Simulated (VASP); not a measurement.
Input of a VASP 6.6.1 run:

File INCAR:

```
SYSTEM = Bi
PREC = Accurate
ENCUT = 520
EDIFF = 1E-6
ISMEAR = 0
SIGMA = 0.1
LREAL = .FALSE.
LASPH = .TRUE.
NELM = 100
ALGO = Fast
ISIF = 2
LWAVE = .FALSE.
LCHARG = .FALSE.
NBANDS = 22
```

Contents of KPOINTS:

```
regular mesh
0
G
  12 12 12
  0 0 0
```

The input POSCAR:

```
Bi
1.0
    2.2467522574      1.2971630206      3.8323808428
   -2.2467522574      1.2971630206      3.8323808428
    0.0000000000     -2.5943260412      3.8323808428
Bi
2
Direct
    0.2371917583      0.2371917583      0.2371917583
    0.7628082417      0.7628082417      0.7628082417
```

Potentials or basis: VASP PAW LDA potentials, release 64 (Bi_d).

Run with:

```sh
$ cat potpaw_LDA.64/Bi_d/POTCAR > POTCAR
$ mpirun -np 1 vasp_std > vasp.out
```

Task: Predict the pressure.

Result: 0.1 GPa.

Task: Predict the largest force.

Result: 0.021 eV/Å.

Task: Predict the band gap on the k mesh.

Result: Zero (bands 15 and 16 overlap by 0.19 eV).

Forces on the atoms (eV/Å):
```
Bi   0.000  0.000  0.021
Bi   0.000  0.000 -0.021
```

Caveat: spin-orbit coupling is left out, which moves the levels of the heavy elements.
